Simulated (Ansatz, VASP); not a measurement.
Two plane-wave programs on InPd

INCAR

```
SYSTEM = InPd
PREC = Accurate
ENCUT = 520
EDIFF = 1E-6
ISMEAR = 0
SIGMA = 0.15
LREAL = .FALSE.
LASPH = .TRUE.
NELM = 100
ALGO = Fast
ISIF = 2
LWAVE = .FALSE.
LCHARG = .FALSE.
GGA = CA
NBANDS = 18
```

Contents of KPOINTS:

```
Automatic mesh
0
G
  16 16 16
  0 0 0
```

Contents of POSCAR:

```
InPd
1.0
    3.0789614603      0.0000000000      0.0000000000
    0.0000000000      3.0789614603      0.0000000000
    0.0000000000      0.0000000000      3.6947537524
In Pd
1 1
Direct
    0.0000000000      0.0000000000      0.0000000000
    0.5000000000      0.5000000000      0.5000000000
```

Input for Ansatz:

```yaml
crystal:
  lattice:
    - [3.0789614603, 0.0, 0.0]
    - [0.0, 3.0789614603, 0.0]
    - [0.0, 0.0, 3.6947537524]
  atoms:
    - { symbol: In, position: [0.0, 0.0, 0.0] }
    - { symbol: Pd, position: [0.5, 0.5, 0.5] }
basis:
  ecutwfc: 420
kpoints:
  mp_grid: { grid: [16, 16, 16] }
hamiltonian:
  xc: lda
scf:
  occupations: { method: gaussian, width: 0.15 }
output:
  forces: true
  stress: true
  eigenvalues: true
```

Alike in both runs: task single point; functional LDA; k mesh 16 × 16 × 16; occupations gaussian, width 0.15 eV; no spin polarisation.

|  | VASP | Ansatz |
| --- | --- | --- |
| version | VASP 6.6.1 | Ansatz 0.2.0 |
| potentials or method | VASP PAW LDA potentials, release 64 (In_d, Pd), cutoff 520 eV | scalar-relativistic, plane waves, PAW |
| valence electrons in the cell | 23 | 31 |

Ansatz gave:

```
gap on the k mesh at the Fermi level (eV)                     : none
pressure (GPa)                                                : -6.8
traceless stress, the component that is largest in VASP (GPa) : -2.91
```

**Question.** Which values does VASP return?

**Answer.** gap on the k mesh at the Fermi level (eV): none; pressure (GPa): -6.5; traceless stress, the component that is largest in VASP (GPa): -2.90.

LDA's correlation is that of Perdew and Zunger in VASP and of Perdew and Wang (1992) in Ansatz. A gap of «none» marks a metal or a gap that the smearing closes. VASP's potentials hold 23 valence electrons a cell and Ansatz's 31, so a difference there can come from the potentials and not from the codes.
